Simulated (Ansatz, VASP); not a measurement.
**Re: VASP beside Ansatz**

```
CELL_PARAMETERS angstrom
1.36522 0.78821 6.60808
-1.36522 0.78821 6.60808
0.00000 -1.57642 6.60808
ATOMIC_POSITIONS crystal
Re 0.00000 0.00000 0.00000
Re 0.22217 0.22217 0.22217
Re 0.77783 0.77783 0.77783
```

Change from the starting cell: volume scaled by 0.96.

Alike in both runs: task single point; functional PBEsol; k mesh 15 × 15 × 15; occupations fermi-dirac, width 0.05 eV; no spin polarisation.

|  | VASP | Ansatz |
| --- | --- | --- |
| version | VASP 6.6.1 | Ansatz 0.2.0 |
| potentials or method | VASP PAW PBE potentials, release 64 (Re), cutoff 520 eV | all-electron LAPW, scalar-relativistic |

|  | VASP | Ansatz | Ansatz less VASP |
| --- | --- | --- | --- |
| pressure (GPa) | 10.0 | 9.8 | -0.20 |
| traceless stress, the component that is largest in VASP (GPa) | -0.71 | -0.66 | +0.048 |
| rms of the force components (eV/Å) | 0.020 | 0.020 | -0.0003 |

VASP's potentials were made for PBE, not for PBEsol. Atom by atom the forces differ by 0.000 eV/Å (rms over components). Ansatz ran all-electron here, and VASP with PAW potentials.

Neither program's run includes spin-orbit coupling.
